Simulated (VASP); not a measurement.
Set up this calculation in VASP 6.6.1, as the native input.

```
Task                   : single point
Functional             : PBE
Potentials or basis    : VASP PAW PBE potentials, release 64 (W_sv, Se)
Cutoff                 : 520 eV
k mesh                 : 10 × 10 × 2
Occupations            : gaussian, width 0.05 eV
Spin                   : collinear spin
Starting moments       : [2.0, 2.0, 0.0, 0.0, 0.0, 0.0] μB
Dipole correction      : no
Further INCAR settings : ALGO = Normal; EDIFF = 1e-06; NBANDS = 39
```

The structure of WSe2 lies in POSCAR:

```
WSe2
1.0
    3.3206726644      0.0000000000      0.0000000000
   -1.6603363322      2.8757868850      0.0000000000
    0.0000000000      0.0000000000     15.2692400593
W Se
2 4
Direct
    0.3333333333      0.6666666667      0.2500000000
    0.6666666667      0.3333333333      0.7500000000
    0.3333333333      0.6666666667      0.6400904823
    0.6666666667      0.3333333333      0.1400904823
    0.3333333333      0.6666666667      0.8599095177
    0.6666666667      0.3333333333      0.3599095177
```

The input as run:

INCAR

```
PREC = Accurate
ENCUT = 520
EDIFF = 1E-6
ISMEAR = 0
SIGMA = 0.05
LREAL = F
LASPH = T
NELM = 150
ALGO = Normal
ISIF = 2
LWAVE = F
LCHARG = F
ISPIN = 2
MAGMOM = 2 2 0 0 0 0
LORBIT = 11
LMAXMIX = 4
GGA = PE
NBANDS = 39
```

KPOINTS

```
Automatic mesh
0
Gamma
  10 10 2
```

Potentials or basis: VASP PAW PBE potentials, release 64 (W_sv, Se).

The run is started by

```console
$ cat potpaw_PBE.64/W_sv/POTCAR potpaw_PBE.64/Se/POTCAR > POTCAR
$ mpirun -np 1 vasp_std > vasp.out
```

It gave:

| Item | Value |
| --- | --- |
| Pressure | 0.2 GPa |
| Largest force | 0.044 eV/Å |
| Band gap on the k mesh | 1.64 eV (least direct gap 1.81 eV) |
| Net moment | 0.00 μB per cell |
| Valence electrons inside the program's atomic spheres | W 11.93; Se 3.89 |

Caveat: spin-orbit coupling is left out, which moves the levels of the heavy elements; this functional lacks dispersion, which binds layers or chains, so the pressure and a relaxed spacing across them are unreliable.

Run time: 4.9 min on 1 thread of Intel(R) Xeon(R) Platinum 8488C (Sapphire Rapids), with other jobs on the host, peak memory 0.49 GiB.
